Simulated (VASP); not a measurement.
A run of VASP 6.6.1 is set up as follows.

File INCAR:

```
PREC = Accurate ; ENCUT = 520
EDIFF = 1E-6 ; ISMEAR = 0
SIGMA = 0.15 ; LREAL = False
LASPH = True ; NELM = 100
ALGO = Normal ; ISIF = 2
LWAVE = False ; LCHARG = False
GGA = PE ; NBANDS = 16
```

KPOINTS

```
Automatic mesh
0
Gamma
  12 12 12
```

File POSCAR:

```
InSb
1.0
    0.0000000000      3.4903336106      2.9214246080
    2.8137931751      0.0000000000      2.9214246080
    2.8137931751      3.4903336106      0.0000000000
In Sb
1 1
Direct
    0.0000000000      0.0000000000      0.0000000000
    0.5000000000      0.5000000000      0.5000000000
```

Potentials or basis: VASP PAW PBE potentials, release 64 (In_d, Sb).

Run with:

```sh
$ cat potpaw_PBE.64/In_d/POTCAR potpaw_PBE.64/Sb/POTCAR > POTCAR
$ mpirun -np 1 vasp_std > vasp.out
```

(1) Estimate the pressure.

(2) Estimate the band gap on the k mesh.

Results:

(1) 4.6 GPa.

(2) zero (band 9 reaches 7.62 eV, above the bottom of band 10 at 4.89 eV).

Caveat: the cell differs from its parent crystal (strain +e along x and -e along y -0.1100, strain +e along z and -e/2 along x and y -0.0500); spin-orbit coupling is left out, which moves the levels of the heavy elements.
